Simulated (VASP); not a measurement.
# Re: single point with PBE

Sheet: Re, a sheet with vacuum.

```
CELL_PARAMETERS angstrom
2.74419 0.00000 0.00000
-1.37209 2.37654 0.00000
0.00000 0.00000 27.20626
ATOMIC_POSITIONS crystal
Re 0.00000 0.00000 0.33568
Re 0.00000 0.00000 0.25242
```

```yaml
Program: VASP 6.6.1
Task: single point
Functional: PBE
Potentials_or_basis: VASP PAW PBE potentials, release 64 (Re)
Cutoff: 520 eV
k_mesh: 6 × 6 × 1
Occupations: gaussian, width 0.1 eV
Spin: no spin polarisation
```

* Largest force: 0.477 eV/Å
* Band gap on the k mesh: zero (band 7 reaches -1.02 eV, above the bottom of band 8 at -2.90 eV)

Forces in eV/Å, atoms in the order of the input:
```
Re   0.000  0.000 -0.477
Re   0.000  0.000  0.477
```

Levels at points of the mesh, in eV from the Fermi level:
```tsv
k point	band 5	band 6	band 7	band 8	band 9	band 10
(0.00, 0.00, 0.00)	-1.34	-0.45	-0.45	-0.26	0.39	0.39
(0.50, 0.00, 0.00)	-1.01	-0.81	1.62	2.93	3.36	4.27
```

Wall time 50 s on 1 thread of Intel(R) Xeon(R) Platinum 8259CL CPU @ 2.50GHz (Skylake/Cascade Lake), on a shared host, peak memory 0.26 GiB.

Caveat: the k points lie up to 0.44 Å⁻¹ apart; spin-orbit coupling is left out, which moves the levels of the heavy elements.
